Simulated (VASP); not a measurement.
# Bi (Im-3m) in VASP: further runs

Bi is run at these levels: LDA; tasks: relaxation of cell and atoms, single point.

All numbers are computed with VASP 6.6.1; they aren't measurements. Logs are shortened: lines on timing, memory, paths and dates and some standing lists are left out, and cuts for length are marked.

### Step 1. The cell of the first run

The structure is cubic, space group Im-3m (No. 229). Conventional cell: a = 3.503 Å, b = 3.503 Å, c = 3.503 Å, α = 90.00°, β = 90.00°, γ = 90.00°. Within 4.0 Å of Bi (site symmetry m-3m) lie 14 Bi at 3.03 to 3.50 Å.

### Step 2. Relaxation of cell and atoms, LDA, target pressure 40.8 GPa, at which the enthalpy is minimised

Input file INCAR:

```
PREC = Accurate
ENCUT = 600
EDIFF = 1E-6
ISMEAR = 0
SIGMA = 0.1
LREAL = F
LASPH = T
NELM = 100
ALGO = Normal
ISIF = 3
LWAVE = F
LCHARG = F
GGA = CA
IBRION = 2
NSW = 80
EDIFFG = -0.05
PSTRESS = 408.0
```

Input file KPOINTS:

```
regular mesh
0
Gamma
  8 8 8
```

Input file POSCAR:

```
Bi
1.0
   -1.7514061410      1.7514061410      1.7514061410
    1.7514061410     -1.7514061410      1.7514061410
    1.7514061410      1.7514061410     -1.7514061410
Bi
1
Direct
    0.0000000000      0.0000000000      0.0000000000
```

Potentials or basis: VASP PAW LDA potentials, release 64 (Bi_d).

The run is started by

```bash
$ cat potpaw_LDA.64/Bi_d/POTCAR > POTCAR
$ mpirun -np 1 vasp_std > vasp.out
```

OUTCAR:

```text
PREC = Accurate
   ENCUT = 600
   EDIFF = 1E-6
   ISMEAR = 0
   LREAL = F
   LASPH = T
   NELM = 100
   ISIF = 3
   GGA = CA
   IBRION = 2
   NSW = 80
   EDIFFG = -0.05
   PSTRESS = 408.0

 ion  position               nearest neighbor table
   1  0.000  0.000  0.000-

  LATTYP: Found a body centered cubic cell.
 ALAT       =     3.5028122820

  Lattice vectors:

 A1 = (  -1.7514061410,   1.7514061410,   1.7514061410)
 A2 = (   1.7514061410,  -1.7514061410,   1.7514061410)
 A3 = (   1.7514061410,   1.7514061410,  -1.7514061410)

Analysis of symmetry for initial positions (statically):
=====================================================================
 Subroutine PRICEL returns:
 Original cell was already a primitive cell.

 Routine SETGRP: Setting up the symmetry group for a
 body centered cubic supercell.

 Subroutine GETGRP returns: Found 48 space group operations
 (whereof 48 operations were pure point group operations)
 out of a pool of 48 trial point group operations.

The static configuration has the point symmetry O_h .

Analysis of symmetry for dynamics (positions and initial velocities):
=====================================================================
 Subroutine PRICEL returns:
 Original cell was already a primitive cell.

 Routine SETGRP: Setting up the symmetry group for a
 body centered cubic supercell.

 Subroutine GETGRP returns: Found 48 space group operations
 (whereof 48 operations were pure point group operations)
 out of a pool of 48 trial point group operations.

The dynamic configuration has the point symmetry O_h .

 Subroutine INISYM returns: Found 48 space group operations
 (whereof 48 operations are pure point group operations),
 and found     1 'primitive' translations

----------------------------------------------------------------------------------------

                                     Primitive cell

  volume of cell :      21.4892

  direct lattice vectors                    reciprocal lattice vectors
    -1.751406141  1.751406141  1.751406141     0.000000000  0.285484896  0.285484896
     1.751406141 -1.751406141  1.751406141     0.285484896  0.000000000  0.285484896
     1.751406141  1.751406141 -1.751406141     0.285484896  0.285484896  0.000000000

  length of vectors
     3.033524421  3.033524421  3.033524421     0.403736612  0.403736612  0.403736612

  position of ions in fractional coordinates (direct lattice)
     0.000000000  0.000000000  0.000000000

  ion indices of the primitive-cell ions
   primitive index   ion index
                 1           1

----------------------------------------------------------------------------------------

 KPOINTS: regular mesh

Automatic generation of k-mesh.
 Grid dimensions read from file:
 generate k-points for:    8    8    8

 Generating k-lattice:

  Cartesian coordinates                     Fractional coordinates (reciprocal lattice)
     0.000000000  0.035685612  0.035685612     0.125000000  0.000000000  0.000000000
     0.035685612  0.000000000  0.035685612     0.000000000  0.125000000  0.000000000
     0.035685612  0.035685612  0.000000000     0.000000000  0.000000000  0.125000000

  Length of vectors
     0.050467076  0.050467076  0.050467076

  Shift w.r.t. Gamma in fractional coordinates (k-lattice)
     0.000000000  0.000000000  0.000000000

 Subroutine IBZKPT returns following result:
 ===========================================

 Found     29 irreducible k-points:

 Following reciprocal coordinates:
            Coordinates               Weight
  0.000000  0.000000  0.000000      1.000000
  0.125000  0.000000  0.000000     12.000000
  0.250000  0.000000  0.000000     12.000000
  0.375000  0.000000  0.000000     12.000000
  0.500000  0.000000  0.000000      6.000000
  0.125000  0.125000  0.000000     24.000000
[... 16 lines left out ...]
 -0.250000  0.250000  0.250000      6.000000
 -0.375000  0.375000  0.250000     24.000000
 [... further k-points ...]
   k-points           NKPTS =     29   k-points in BZ     NKDIM =     29   number of bands    NBANDS=     11
   number of dos      NEDOS =    301   number of ions     NIONS =      1
   total plane-waves  NPLWV =  13824
   dimension x,y,z NGX =    24 NGY =   24 NGZ =   24
   dimension x,y,z NGXF=    48 NGYF=   48 NGZF=   48
   ions per type =               1
   NGX,Y,Z   is equivalent  to a cutoff of  13.15, 13.15, 13.15 a.u.
   NGXF,Y,Z  is equivalent  to a cutoff of  26.31, 26.31, 26.31 a.u.
 SYSTEM =  unknown system
   PREC   = accura    normal or accurate (medium, high low for compatibility)
   ISTART =      0    job   : 0-new  1-cont  2-samecut
   ICHARG =      2    charge: 1-file 2-atom 10-const
   ISPIN  =      1    spin polarized calculation?
   LNONCOLLINEAR =      F non collinear calculations
   LSORBIT =      F    spin-orbit coupling
   LASPH  =      T    aspherical Exc in radial PAW
   ENCUT  =  600.0 eV  44.10 Ry    6.64 a.u.   6.06  6.06  6.06*2*pi/ulx,y,z
   NELM   =    100;   NELMIN=  2; NELMDL= -5     # of ELM steps
   EDIFF  = 0.1E-05   stopping-criterion for ELM
   LREAL  =      F    real-space projection
   EDIFFG = -.5E-01   stopping-criterion for IOM
   NSW    =     80    number of steps for IOM
   IBRION =      2    ionic relax: 0-MD 1-quasi-New 2-CG
   NFREE  =      1    steps in history (QN), initial steepest desc. (CG)
   ISIF   =      3    stress and relaxation
   ISYM   =      2    0-nonsym 1-usesym 2-fastsym
   POTIM  = 0.5000    time-step for ionic-motion
   TEBEG  =    0.0;   TEEND  =   0.0 temperature during run
   PSTRESS=  408.0 pullay stress
   NELECT =      15.0000    total number of electrons
   NUPDOWN=      -1.0000    fix difference up-down
   EMIN   =  10.00;   EMAX   =-10.00  energy-range for DOS
   EFERMI =   0.00;   METHOD = LEGACY
   ISMEAR =     0;   SIGMA  =   0.10  broadening in eV -4-tet -1-fermi 0-gaus
   EFERMI_NEDOS =   21; number of points for ismear=-14 and -15
   IALGO  =     38    algorithm
   IMIX   =      4    mixing-type and parameters
     AMIX     =   0.40;   BMIX     =  1.00
     AMIX_MAG =   1.60;   BMIX_MAG =  1.00
  volume/ion in A,a.u.               =      21.49       145.02
  Fermi-wavevector in a.u.,A,eV,Ry     =   1.452218  2.744293 28.693819  2.108936
  Thomas-Fermi vector in A             =   2.569625
   LORBIT       =      0    0 simple, 1 ext, 2 COOP (PROOUT), +10 PAW based schemes
   GGA     = CA    functional components
   LHFCALC =     F    Hartree Fock is set to
   AEXX    =    0.0000 exact exchange contribution
   IVDW    =     0    specifies the selected vdW correction
   LEPSILON=     F    determine dielectric tensor
   LRPA    =     F    only Hartree local field effects (RPA)
 conjugate gradient relaxation of ions
 non-spin polarized calculation
 Gauss-broadening in eV      SIGMA  =   0.10
  energy-cutoff  :      600.00
  volume of cell :       21.49
 maximum number of plane-waves:       736
   NGX = 13   NGY = 13   NGZ = 13

--------------------------------------- Ionic step        1  -------------------------------------------

 number of electron      15.0000002 magnetization

 Free energy of the ion-electron system (eV)
  ---------------------------------------------------
  ext. energy  EPLUGINS =         0.00000000
  ---------------------------------------------------
  free energy    TOTEN  =        -3.67556039 eV

  energy without entropy =       -3.67193432  energy(sigma->0) =       -3.67374736

------------------------ aborting loop because EDIFF is reached ----------------------------------------

  FORCE on cell =-STRESS in cart. coord.  units (eV):
  Direction    XX          YY          ZZ          XY          YZ          ZX
  --------------------------------------------------------------------------------------
  -------------------------------------------------------------------------------------
  Total        5.5332270      5.5332270      5.5332270      0.0000000      0.0000000      0.0000000
  in kB      412.5422903    412.5422903    412.5422903      0.0000000      0.0000000      0.0000000
  external PRESSURE =       4.5422903 kB  Pullay stress =     408.0000000 kB
[... 59 lines left out ...]
  enthalpy is  TOTEN    =         1.7973808660 eV   P V=        5.5206965966

--------------------------------------- Ionic step        3  -------------------------------------------

 number of electron      15.0000001 magnetization

 Free energy of the ion-electron system (eV)
  ---------------------------------------------------
  ext. energy  EPLUGINS =         0.00000000
  ---------------------------------------------------
  free energy    TOTEN  =        -3.68650739 eV

  energy without entropy =       -3.68280572  energy(sigma->0) =       -3.68465655

 E-fermi :  13.1373     XC(G=0): -12.4008

 val. band max:       13.0979098194   @ k =  -0.2500   0.2500   0.1250
 cond. band min:      13.2414279711   @ k =  -0.2500   0.2500   0.2500
 fundamental gap:      0.1435181517
 Fermi energy:        13.1372840849

 k-point     1 :       0.0000    0.0000    0.0000
  band No.  band energies     occupation
      1     -10.3681      2.00000
      2     -10.3681      2.00000
      3     -10.3681      2.00000
      4      -9.9624      2.00000
      5      -9.9624      2.00000
      6      -3.6121      2.00000
      7      21.5001      0.00000
      8      21.5001      0.00000
      9      21.5001      0.00000
     10      23.4714      0.00000
     11      23.4714      0.00000
[... 309 lines left out ...]
 k-point    24 :      -0.3750    0.3750    0.2500
  band No.  band energies     occupation
      1     -10.3032      2.00000
      2     -10.1831      2.00000
      3     -10.1409      2.00000
      4     -10.0131      2.00000
      5      -9.8439      2.00000
      6       1.7822      2.00000
      7       9.7686      2.00000
      8      12.9249      1.99733
      9      14.2093      0.00000
     10      18.7389      0.00000
     11      24.0308      0.00000

 [... further k-points ...]
[... 5 lines left out ...]
  --------------------------------------------------------------------------------------
  -------------------------------------------------------------------------------------
  Total        5.4818252      5.4818252      5.4818252      0.0000000     -0.0000000      0.0000000
  in kB      407.8982910    407.8982910    407.8982910      0.0000000     -0.0000000      0.0000000
  external PRESSURE =      -0.1017090 kB  Pullay stress =     408.0000000 kB
[... 16 lines left out ...]
  FREE ENERGIE OF THE ION-ELECTRON SYSTEM (eV)
  ---------------------------------------------------
  free  energy   TOTEN  =        -3.6865073874 eV

  energy  without entropy=       -3.6828057155  energy(sigma->0) =       -3.68465655

  enthalpy is  TOTEN    =         1.7966847023 eV   P V=        5.4831920897

 reached required accuracy - stopping structural energy minimisation
```

It took 4.3 s on 1 thread of Intel Xeon 6975P-C (Granite Rapids), shared host; peak memory 0.13 GiB.

What came out:

```
Free energy                                            : -3.6865 eV
Relaxed volume                                         : 21.53 Å³/atom
Relaxed cell                                           : a = 3.036 Å, b = 3.036 Å, c = 3.036 Å, α = 109.47°, β = 109.47°, γ = 109.47°
Space group after relaxing (to 0.05 Å)                 : Im-3m (No. 229)
Energy change on relaxing (the enthalpy is what falls) : -10.9 meV/atom
Ionic steps                                            : 3
Pressure after relaxing                                : 40.8 GPa
```

Step by step:
```csv
step,energy change (eV),largest force (eV/Å),pressure (GPa),volume (Å³)
1,0.0000,0.0000,41.25,21.49
2,-0.0478,0.0000,39.30,21.68
3,-0.0109,0.0000,40.79,21.53
```

Final structure:
```
Bi
1.0
    -1.75257    1.75257    1.75257
     1.75257   -1.75257    1.75257
     1.75257    1.75257   -1.75257
Bi
1
Direct
  0.00000 0.00000 0.00000
```

Levels at points of the mesh, in eV from the Fermi level:
```
           k point  band 4  band 5  band 6  band 7  band 8  band 9  band 10  band 11
(0.00, 0.00, 0.00)  -23.10  -23.10  -16.75    8.36    8.36    8.36    10.33    10.33
(0.50, 0.00, 0.00)  -23.11  -22.84  -11.08   -7.56    2.37    4.25     7.86     8.94
(0.50, 0.50, 0.50)  -22.90  -22.90   -6.81   -2.76   -2.76   -2.76     3.42     3.42
```

Caveat: the cell is relaxed towards a set pressure, so the enthalpy falls and the energy may rise; spin-orbit coupling is left out, which moves the levels of the heavy elements.

### Step 3. Relaxation of cell and atoms, LDA, target pressure 40.8 GPa, at which the enthalpy is minimised

This run uses another cell than the first one, of 31.12 Å³/atom, 1.448 times its volume.

Input file INCAR:

```
SYSTEM = Bi
PREC     = Accurate       ! precision mode
ENCUT    = 600            ! plane-wave cutoff, eV
EDIFF    = 1E-7           ! SCF threshold, eV
ISMEAR   = 0              ! smearing method
SIGMA    = 0.1            ! smearing width, eV
LREAL    = .FALSE.        ! projectors in reciprocal space
LASPH    = .TRUE.         ! aspherical terms in the spheres
NELM     = 80             ! most SCF steps
ALGO     = Fast           ! electronic algorithm
ISIF     = 3              ! what is computed and relaxed
LWAVE    = .FALSE.        ! write WAVECAR
LCHARG   = .FALSE.        ! write CHGCAR
IBRION   = 2              ! ionic algorithm
NSW      = 80             ! ionic steps
EDIFFG   = -0.05          ! ionic threshold
PSTRESS  = 408.0
```

Input file KPOINTS:

```
regular mesh
0
G
  8 8 8
  0 0 0
```

Input file POSCAR:

```
Bi
1.0
   -1.9814305318      1.9814305318      1.9814305318
    1.9814305318     -1.9814305318      1.9814305318
    1.9814305318      1.9814305318     -1.9814305318
Bi
1
Direct
    0.0000000000      0.0000000000      0.0000000000
```

Potentials or basis: VASP PAW LDA potentials, release 64 (Bi_d).

The run is started by

```bash
$ cat potpaw_LDA.64/Bi_d/POTCAR > POTCAR
$ mpirun -np 1 vasp_std > vasp.out
```

Wall time 1.8 min (1 thread of Intel Xeon 6975P-C (Granite Rapids), shared host); peak memory 0.17 GiB.

It converged, with:

* Free energy: -3.6944 eV
* Relaxed volume: 21.56 Å³/atom
* Relaxed cell: a = 3.037 Å, b = 3.037 Å, c = 3.037 Å, α = 109.47°, β = 109.47°, γ = 109.47°
* Space group after relaxing (to 0.05 Å): Im-3m (No. 229)
* Energy change on relaxing (the enthalpy is what falls): +728.0 meV/atom
* Ionic steps: 18
* Pressure after relaxing: 40.6 GPa

Step by step:
```
step  energy change (eV)  largest force (eV/Å)  pressure (GPa)  volume (Å³)
   1              0.0000                0.0000           -3.45        31.12
   2             60.6215                0.0000         3204.71         6.24
   3              5.9871                0.0000            6.89        28.66
   4              0.0203                0.0000            6.30        27.09
   5              6.0857                0.0000          257.69        14.21
   6              0.3268                0.0000           23.81        23.59
   7              0.7575                0.0000           41.73        21.45
   8              0.7140                0.0000           39.96        21.62
   9              0.7150                0.0000           39.98        21.61
  10              0.7180                0.0000           40.13        21.60
  11              0.7180                0.0000           40.12        21.60
  12              0.7181                0.0000           40.11        21.60
  13              0.7183                0.0000           40.13        21.60
  14              0.7186                0.0000           40.14        21.60
  15              0.7192                0.0000           40.16        21.59
  16              0.7204                0.0000           40.19        21.59
  17              0.7229                0.0000           40.27        21.58
  18              0.7280                0.0000           40.55        21.56
```

Final structure:
```cif
data_structure
_symmetry_space_group_name_H-M 'P 1'
_symmetry_Int_Tables_number 1
_cell_length_a 3.0369
_cell_length_b 3.0369
_cell_length_c 3.0369
_cell_angle_alpha 109.471
_cell_angle_beta 109.471
_cell_angle_gamma 109.471
_cell_volume 21.56
loop_
_atom_site_label
_atom_site_type_symbol
_atom_site_fract_x
_atom_site_fract_y
_atom_site_fract_z
_atom_site_occupancy
Bi1 Bi 0.00000 0.00000 0.00000 1
```

Levels at points of the mesh, in eV from the Fermi level:
```csv
k point,band 6,band 7,band 8,band 9,band 10,band 11
"(0.00, 0.00, 0.00)",-16.73,8.35,8.35,8.35,10.34,10.34
"(0.50, 0.00, 0.00)",-11.07,-7.55,2.37,4.25,7.85,8.93
"(0.50, 0.50, 0.50)",-6.81,-2.75,-2.75,-2.75,3.42,3.42
```

Caveat: the cell is relaxed towards a set pressure, so the enthalpy falls and the energy may rise; the volume moved by over 15 % at a fixed basis, so the end points are rough; spin-orbit coupling is left out, which moves the levels of the heavy elements.

### Step 4. Single point, LDA

Input file INCAR:

```
SYSTEM = Bi
ALGO = Normal ; EDIFF = 1E-6
ENCUT = 520 ; ISIF = 2
ISMEAR = -1 ; LASPH = .True.
LCHARG = .False. ; LREAL = .False.
LWAVE = .False. ; NBANDS = 14
NELM = 60 ; PREC = Accurate
SIGMA = 0.1
```

Input file KPOINTS:

```
k-points
0
Gamma
  16 16 16
  0 0 0
```

Input file POSCAR:

```
Bi
1.0
   -1.7521228356      1.7521228356      1.7521228356
    1.7521228356     -1.7521228356      1.7521228356
    1.7521228356      1.7521228356     -1.7521228356
Bi
1
Direct
    0.0000000000      0.0000000000      0.0000000000
```

The run is started by

```bash
$ cat potpaw_LDA.64/Bi_d/POTCAR > POTCAR
$ mpirun -np 1 vasp_std > vasp.out
```

Wall time 9.3 s (1 thread of Intel Xeon 6975P-C (Granite Rapids), shared host); peak memory 0.15 GiB.

The run converged. Its results:

```yaml
Free_energy: -3.7183 eV
Pressure: 41.2 GPa
```

Levels at points of the mesh, in eV from the Fermi level:
```tsv
k point	band 4	band 5	band 6	band 7	band 8	band 9	band 10	band 11	band 12	band 13
(0.00, 0.00, 0.00)	-23.16	-23.16	-16.82	8.31	8.31	8.31	10.27	10.27	10.27	14.63
(0.50, 0.00, 0.00)	-23.17	-22.90	-11.14	-7.63	2.31	4.18	7.80	8.88	14.72	15.10
(0.50, 0.50, 0.50)	-22.97	-22.97	-6.87	-2.83	-2.83	-2.83	3.35	3.35	16.14	21.17
```

Caveat: spin-orbit coupling is left out, which moves the levels of the heavy elements.

[end of part 1 of 2]
